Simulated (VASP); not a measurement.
Wanted: the native input for a VASP 6.6.1 run.

- Task: single point
- Functional: r2SCAN
- Potentials or basis: VASP PAW PBE potentials, release 64 (Be, Te)
- Cutoff: 520 eV
- k mesh: 8 × 8 × 8
- Occupations: gaussian, width 0.02 eV
- Spin: no spin polarisation
- Dipole correction: no
- Further INCAR settings: ALGO = Normal; EDIFF = 1e-06; NBANDS = 11

The system is BeTe.

```
CELL_PARAMETERS angstrom
0.00000 2.79990 2.79990
2.79990 0.00000 2.79990
2.79990 2.79990 0.00000
ATOMIC_POSITIONS crystal
Be 0.00000 0.00000 0.00000
Te 0.25000 0.25000 0.25000
```

This cell differs from its parent crystal: volume scaled by 0.97.

One way to write it, as run:

POSCAR

```
BeTe
1.0
    0.0000000000      2.7999010505      2.7999010505
    2.7999010505      0.0000000000      2.7999010505
    2.7999010505      2.7999010505      0.0000000000
Be Te
1 1
Direct
    0.0000000000      0.0000000000      0.0000000000
    0.2500000000      0.2500000000      0.2500000000
```

INCAR.step1

```
SYSTEM = BeTe
PREC = Accurate
ENCUT = 520
ISMEAR = 0
SIGMA = 0.02
LREAL = .FALSE.
LASPH = .TRUE.
NELM = 60
NBANDS = 11
GGA = PE
ALGO = Normal
EDIFF = 1E-4
LWAVE = .TRUE.
LCHARG = .FALSE.
```

INCAR.step2

```
SYSTEM = BeTe
PREC = Accurate
ENCUT = 520
EDIFF = 1E-6
ISMEAR = 0
SIGMA = 0.02
LREAL = .FALSE.
LASPH = .TRUE.
NELM = 60
ALGO = Normal
ISIF = 2
LWAVE = .FALSE.
LCHARG = .FALSE.
METAGGA = R2SCAN
LMIXTAU = .TRUE.
NBANDS = 11
ISTART = 1
```

KPOINTS

```
Automatic mesh
0
G
  8 8 8
  0 0 0
```

Potentials or basis: VASP PAW PBE potentials, release 64 (Be, Te).

Run with:

```console
$ cat potpaw_PBE.64/Be/POTCAR potpaw_PBE.64/Te/POTCAR > POTCAR
$ cp INCAR.step1 INCAR
$ mpirun -np 1 vasp_std > vasp.out
$ cp INCAR.step2 INCAR
$ mpirun -np 1 vasp_std > vasp.out
```

Results of the run:

```json
{
 "Pressure": "2.1 GPa",
 "Band gap on the k mesh": "2.29 eV, indirect (least direct gap 4.00 eV)"
}
```

Caveat: the PAW data sets were made with another functional, which shifts forces and pressure a little; spin-orbit coupling is left out, which moves the levels of the heavy elements.

Wall time 30 s on 1 thread of Intel(R) Xeon(R) 6975P-C (Granite Rapids) (shared host), peak memory 0.17 GiB.
